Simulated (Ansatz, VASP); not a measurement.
**MgO: VASP beside Ansatz**

Contents of INCAR:

```
PREC = Accurate
ENCUT = 520
EDIFF = 1E-7
ISMEAR = 0
SIGMA = 0.01
LREAL = F
LASPH = T
NELM = 60
ALGO = Normal
ISIF = 2
LWAVE = F
LCHARG = T
GGA = PE
LELF = T
LVHAR = T
NBANDS = 16
```

Contents of KPOINTS:

```
Automatic mesh
0
Gamma
  9 9 6
```

File POSCAR:

```
MgO
1.0
    3.5206004189      0.0000000000      0.0000000000
   -1.7603002095      3.0489293993      0.0000000000
    0.0000000000      0.0000000000      4.2385932213
Mg O
2 2
Direct
    0.3333333333      0.6666666667      0.2500000000
    0.6666666667      0.3333333333      0.7500000000
    0.6666666667      0.3333333333      0.2500000000
    0.3333333333      0.6666666667      0.7500000000
```

Input for Ansatz:

```yaml
crystal:
  lattice:
    - [3.5206004189, 0.0, 0.0]
    - [-1.7603002095, 3.0489293993, 0.0]
    - [0.0, 0.0, 4.2385932213]
  atoms:
    - { symbol: Mg, position: [0.3333333333, 0.6666666667, 0.25] }
    - { symbol: Mg, position: [0.6666666667, 0.3333333333, 0.75] }
    - { symbol: O, position: [0.6666666667, 0.3333333333, 0.25] }
    - { symbol: O, position: [0.3333333333, 0.6666666667, 0.75] }
kpoints:
  mp_grid: { grid: [9, 9, 6] }
hamiltonian:
  xc: pbe
scf:
  occupations: { method: fixed }
  n_extra_bands: 5
output:
  forces: true
  stress: true
  eigenvalues: true
```

Alike in both runs: task single point; functional PBE; k mesh 9 × 9 × 6; no spin polarisation.

|  | VASP | Ansatz |
| --- | --- | --- |
| version | VASP 6.6.1 | Ansatz 0.2.0 |
| potentials or method | VASP PAW PBE potentials, release 64 (Mg, O) | plane waves, PAW |
| plane-wave cutoff (eV) | 520 | 420 |
| occupations | gaussian, width 0.01 eV | fixed |
| valence electrons in the cell | 16 | 32 |

|  | VASP | Ansatz | Ansatz less VASP |
| --- | --- | --- | --- |
| gap on the k mesh at the Fermi level (eV) | 3.26 | 3.28 | +0.018 |
| pressure (GPa) | -0.5 | 0.0 | +0.50 |
| traceless stress, the component that is largest in VASP (GPa) | -0.11 | -0.01 | +0.099 |

VASP's potentials hold 16 valence electrons a cell and Ansatz's 32, so a difference there can come from the potentials and not from the codes.
